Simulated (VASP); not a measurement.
Runs of VASP 6.6.1 on Ba. The structure is that of space group P6/mmm (No. 191), or close to it. The cells are those of the table. 

```tsv
cell	gap on the mesh (eV)	pressure (GPa)
a = 6.996, b = 6.996, c = 3.909 Å, angles 90.0, 90.0, 120.0°, 2 atoms	none	-0.1
a = 7.178, b = 7.178, c = 4.011 Å, angles 90.0, 90.0, 120.0°, 2 atoms	none	(a)
a = 6.902, b = 6.902, c = 3.857 Å, angles 90.0, 90.0, 120.0°, 2 atoms	none	0.0
a = 6.804, b = 6.804, c = 3.802 Å, angles 90.0, 90.0, 120.0°, 2 atoms	none	(b)
a = 7.088, b = 7.088, c = 3.961 Å, angles 90.0, 90.0, 120.0°, 2 atoms	none	-0.2
```

Alike in all rows: task single point; level PBEsol; potentials or basis VASP PAW PBE potentials, release 64 (Ba_sv); no spin polarisation; k mesh 5 × 5 × 7; cutoff (eV) 500; smearing methfessel-paxton 0.3 eV.

Question: Estimate the missing entries.

Answer: (a) -0.3; (b) 0.1.

Caveats: the PAW data sets were made with another functional, which shifts forces and pressure a little; spin-orbit coupling is left out, which moves the levels of the heavy elements.

A k mesh can miss the band edges, and the runs leave out spin-orbit coupling on Ba.

A gap of «none» marks levels without a gap at the run's occupations.
